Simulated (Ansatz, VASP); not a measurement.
**One calculation of Pb, two programs**

INCAR

```
PREC = Accurate
ENCUT = 520
EDIFF = 1E-6
ISMEAR = -1
SIGMA = 0.1
LREAL = F
LASPH = T
NELM = 100
ALGO = Normal
ISIF = 2
LWAVE = F
LCHARG = F
GGA = RP
NBANDS = 28
```

KPOINTS

```
regular mesh
0
Gamma
  8 8 12
```

Contents of POSCAR:

```
Pb
1.0
    5.6175047047      0.0000000000      0.0000000000
   -2.8087523524      4.8649017802      0.0000000000
    0.0000000000      0.0000000000      3.3891767310
Pb
3
Direct
    1.0000000000      0.0000000000      0.0000000000
    0.3333333333      0.6666666667      0.5000000000
    0.6666666667      0.3333333333      0.5000000000
```

Input for Ansatz:

```yaml
crystal:
  lattice:
    - [5.6175047047, 0.0, 0.0]
    - [-2.8087523524, 4.8649017802, 0.0]
    - [0.0, 0.0, 3.389176731]
  atoms:
    - { symbol: Pb, position: [1.0, 0.0, 0.0] }
    - { symbol: Pb, position: [0.3333333333, 0.6666666667, 0.5] }
    - { symbol: Pb, position: [0.6666666667, 0.3333333333, 0.5] }
hamiltonian:
  xc: rpbe
  pseudopotentials:
    kind: paw
    azcp:
      Pb: "pseudopotentials/Pb.paw.azcp"
basis:
  ecutwfc: 420
  fft_grid_basis: typed
kpoints:
  mp_grid: { grid: [8, 8, 12], shift: [0, 0, 0] }
magnetization:
  spin_polarized: false
scf:
  occupations: { method: fermi_dirac, width: 0.1 }
output:
  stress: true
```

Alike in both runs: task single point; functional RPBE; k mesh 8 × 8 × 12; occupations fermi-dirac, width 0.1 eV; no spin polarisation.

|  | VASP | Ansatz |
| --- | --- | --- |
| version | VASP 6.6.1 | Ansatz 0.2.0 |
| potentials or method | VASP PAW PBE potentials, release 64 (Pb_d), cutoff 520 eV | plane waves (420 eV) with PAW, scalar-relativistic |
| valence electrons in the cell | 42 | 42 |

VASP gave:

* pressure (GPa): 3.3
* traceless stress, the component that is largest in VASP (GPa): -0.20

Question: Estimate Ansatz's values.

Answer: Pressure (GPa): 3.4; traceless stress, the component that is largest in VASP (GPa): -0.20.

VASP's potentials were made for PBE, not for RPBE.

Neither program's run includes spin-orbit coupling.
